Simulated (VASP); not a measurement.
# MoP (P-6m2) in VASP: a series of runs, part 2 of 2

VASP 6.6.1. Earlier steps stand in the parts before.

## Step 3: Relaxation of the atoms, r2SCAN

This run uses another cell than the first one, of 14.42 Å³/atom.

The input, POSCAR:

```
MoP
1.0
    3.2362930200      0.0000000000      0.0000000000
   -1.6181465100      2.8027119700      0.0000000000
    0.0000000000      0.0000000000      3.1806108200
Mo P
1 1
Direct
    0.0000000000      0.0000000000      0.0000000000
    0.3333333300      0.6666666700      0.5000000000
```

The input, INCAR.step1:

```
SYSTEM = MoP
PREC     = Accurate       ! precision mode
ENCUT    = 500            ! plane-wave cutoff, eV
ISMEAR   = -1             ! smearing method
SIGMA    = 0.1            ! smearing width, eV
LREAL    = .False.        ! projectors in reciprocal space
LASPH    = .True.         ! aspherical terms in the spheres
NELM     = 120            ! most SCF steps
GGA      = PE             ! functional
ALGO     = Normal         ! electronic algorithm
EDIFF    = 1E-5           ! SCF threshold, eV
LWAVE    = .True.         ! write WAVECAR
LCHARG   = .False.        ! write CHGCAR
GGA_COMPAT= .False.      
IBRION   = 2              ! ionic algorithm
EDIFFG   = -0.01          ! ionic threshold
NELMIN   = 4            
NSW      = 100            ! ionic steps
```

The input, INCAR.step2:

```
SYSTEM = MoP
PREC     = Accurate       ! precision mode
ENCUT    = 500            ! plane-wave cutoff, eV
EDIFF    = 1E-7           ! SCF threshold, eV
ISMEAR   = -1             ! smearing method
SIGMA    = 0.1            ! smearing width, eV
LREAL    = .False.        ! projectors in reciprocal space
LASPH    = .True.         ! aspherical terms in the spheres
NELM     = 120            ! most SCF steps
ALGO     = Normal         ! electronic algorithm
ISIF     = 2              ! what is computed and relaxed
LWAVE    = .False.        ! write WAVECAR
LCHARG   = .False.        ! write CHGCAR
METAGGA  = R2SCAN         ! meta-GGA
LMIXTAU  = .True.       
IBRION   = 2              ! ionic algorithm
NSW      = 50             ! ionic steps
EDIFFG   = -0.01          ! ionic threshold
ISTART   = 1            
GGA_COMPAT= .False.      
NELMIN   = 4
```

The input, KPOINTS:

```
regular mesh
0
Gamma
  12 12 11
  0 0 0
```

Potentials or basis: VASP PAW PBE potentials, release 64 (Mo_sv, P).

On the command line:

```
$ cat potpaw_PBE.64/Mo_sv/POTCAR potpaw_PBE.64/P/POTCAR > POTCAR
$ cp INCAR.step1 INCAR
$ mpirun -np 1 vasp_std > vasp.out
$ cp INCAR.step2 INCAR
$ mpirun -np 1 vasp_std > vasp.out
```

OUTCAR:

```text
SYSTEM = MoP
   PREC = Accurate
   ENCUT = 500
   EDIFF = 1E-7
   ISMEAR = -1
   LREAL = .False.
   LASPH = .True.
   NELM = 120
   ISIF = 2
   METAGGA = R2SCAN
   IBRION = 2
   NSW = 50
   EDIFFG = -0.01
   ISTART = 1
   NELMIN = 4

 ion  position               nearest neighbor table
   1  0.000  0.000  0.000-   2 2.45   2 2.45   2 2.45   2 2.45   2 2.45   2 2.45
   2  0.333  0.667  0.500-   1 2.45   1 2.45   1 2.45   1 2.45   1 2.45   1 2.45

  LATTYP: Found a hexagonal cell.
 ALAT       =     3.2362930200
 C/A-ratio  =     0.9827944504

  Lattice vectors:

 A1 = (   3.2362930200,   0.0000000000,   0.0000000000)
 A2 = (  -1.6181465100,   2.8027119700,   0.0000000000)
 A3 = (   0.0000000000,   0.0000000000,   3.1806108200)

Analysis of symmetry for initial positions (statically):
=====================================================================
 Subroutine PRICEL returns:
 Original cell was already a primitive cell.

 Routine SETGRP: Setting up the symmetry group for a
 hexagonal supercell.

 Subroutine GETGRP returns: Found 12 space group operations
 (whereof 12 operations were pure point group operations)
 out of a pool of 24 trial point group operations.

The static configuration has the point symmetry D_3h.

Analysis of symmetry for dynamics (positions and initial velocities):
=====================================================================
 Subroutine PRICEL returns:
 Original cell was already a primitive cell.

 Routine SETGRP: Setting up the symmetry group for a
 hexagonal supercell.

 Subroutine GETGRP returns: Found 12 space group operations
 (whereof 12 operations were pure point group operations)
 out of a pool of 24 trial point group operations.

The dynamic configuration has the point symmetry D_3h.

 Subroutine INISYM returns: Found 12 space group operations
 (whereof 12 operations are pure point group operations),
[... 123 lines left out ...]
   AEXX    =    0.0000 exact exchange contribution
   IVDW    =     0    specifies the selected vdW correction
   LEPSILON=     F    determine dielectric tensor
   LRPA    =     F    only Hartree local field effects (RPA)
 conjugate gradient relaxation of ions
 non-spin polarized calculation
  energy-cutoff  :      500.00
  volume of cell :       28.85
 maximum number of plane-waves:       746
 NGX is ok and might be reduce to    24
   NGX = 11   NGY = 11   NGZ = 11

 number of electron      18.9999999 magnetization

 Free energy of the ion-electron system (eV)
  ---------------------------------------------------
  ext. energy  EPLUGINS =         0.00000000
  ---------------------------------------------------
  free energy    TOTEN  =       -36.47313203 eV

  energy without entropy =      -36.44623392  energy(sigma->0) =      -36.45968297

 E-fermi :  11.8387     XC(G=0): -13.4947

 val. band max:       11.8322478287   @ k =   0.0000   0.0000   0.2727
 cond. band min:      11.8632938407   @ k =   0.4167   0.1667   0.0909
 fundamental gap:      0.0310460120
 Fermi energy:        11.8386936363

 k-point     1 :       0.0000    0.0000    0.0000
  band No.  band energies     occupation
      1     -51.3062      2.00000
      2     -24.7213      2.00000
      3     -24.5284      2.00000
      4     -24.5284      2.00000
      5      -2.7619      2.00000
      6       7.5972      2.00000
      7       8.3149      2.00000
      8       8.3149      2.00000
      9      11.1083      1.99866
     10      12.1011      0.13526
     11      12.1011      0.13526
     12      16.1629      0.00000
     13      16.1629      0.00000
[... 354 lines left out ...]
  band No.  band energies     occupation
      1     -51.2781      2.00000
      2     -24.7960      2.00000
      3     -24.7086      2.00000
      4     -24.5882      2.00000
      5      -0.8861      2.00000
      6       5.3279      2.00000
      7       7.7172      2.00000
      8       8.7695      2.00000
      9       9.4611      2.00000
     10      11.6001      1.83145
     11      13.7604      0.00000
     12      14.5523      0.00000
     13      15.6767      0.00000

 [... further k-points ...]

------------------------ aborting loop because EDIFF is reached ----------------------------------------

  FORCE on cell =-STRESS in cart. coord.  units (eV):
  Direction    XX          YY          ZZ          XY          YZ          ZX
  --------------------------------------------------------------------------------------
  -------------------------------------------------------------------------------------
  Total        0.0536714      0.0536714      0.0455028      0.0000000     -0.0000000      0.0000000
  in kB        2.9806902      2.9806902      2.5270388      0.0000000     -0.0000000      0.0000000
  external PRESSURE =       2.8294731 kB  Pullay stress =       0.0000000 kB

 VOLUME and BASIS-vectors are now :
 -----------------------------------------------------------------------------
  energy-cutoff  :      500.00
  volume of cell :       28.85
      direct lattice vectors                 reciprocal lattice vectors
     3.236293020  0.000000000  0.000000000     0.308995506  0.178398639  0.000000000
    -1.618146510  2.802711970  0.000000000     0.000000000  0.356797277  0.000000000
     0.000000000  0.000000000  3.180610820     0.000000000  0.000000000  0.314405017

 POSITION                                       TOTAL-FORCE (eV/Angst)
 -----------------------------------------------------------------------------------
      0.00000      0.00000      0.00000         0.000000     -0.000000      0.000000
     -0.00000      1.86847      1.59031        -0.000000      0.000000      0.000000
 -----------------------------------------------------------------------------------
    total drift:                                0.000002     -0.000001     -0.000000

  FREE ENERGIE OF THE ION-ELECTRON SYSTEM (eV)
  ---------------------------------------------------
  free  energy   TOTEN  =       -36.4731320263 eV

  energy  without entropy=      -36.4462339187  energy(sigma->0) =      -36.45968297

 reached required accuracy - stopping structural energy minimisation
```

OUTCAR.step1:

```text
SYSTEM = MoP
   PREC = Accurate
   ENCUT = 500
   ISMEAR = -1
   LREAL = .False.
   LASPH = .True.
   NELM = 120
   GGA = PE
   EDIFF = 1E-5
   IBRION = 2
[... 607 lines left out ...]
      0.00000      0.00000      0.00000         0.000000      0.000000      0.000000
     -0.00000      1.86847      1.59031        -0.000000     -0.000000      0.000000
 -----------------------------------------------------------------------------------
    total drift:                                0.000002     -0.000001      0.000000

  FREE ENERGIE OF THE ION-ELECTRON SYSTEM (eV)
  ---------------------------------------------------
  free  energy   TOTEN  =       -17.6793225685 eV

  energy  without entropy=      -17.6506637153  energy(sigma->0) =      -17.66499314

 reached required accuracy - stopping structural energy minimisation
```

Run time: 61 s. Hardware: 1 thread of AMD EPYC 9R45 (Zen 5), shared host; peak memory 0.14 GiB.

Results:

```
Free energy             : -36.4731 eV
Pressure after relaxing : 0.3 GPa
Band gap on the k mesh  : zero (an odd number of electrons rules out a gap without spin polarisation)
```

Final structure:
```
Mo P
1.0
     3.23629    0.00000    0.00000
    -1.61815    2.80271    0.00000
     0.00000    0.00000    3.18061
Mo P
1 1
Direct
  0.00000 0.00000 0.00000
  0.33333 0.66667 0.50000
```

Caveat: the relaxation stopped at its first step, so nothing moved; the PAW data sets were made with another functional, which shifts forces and pressure a little.
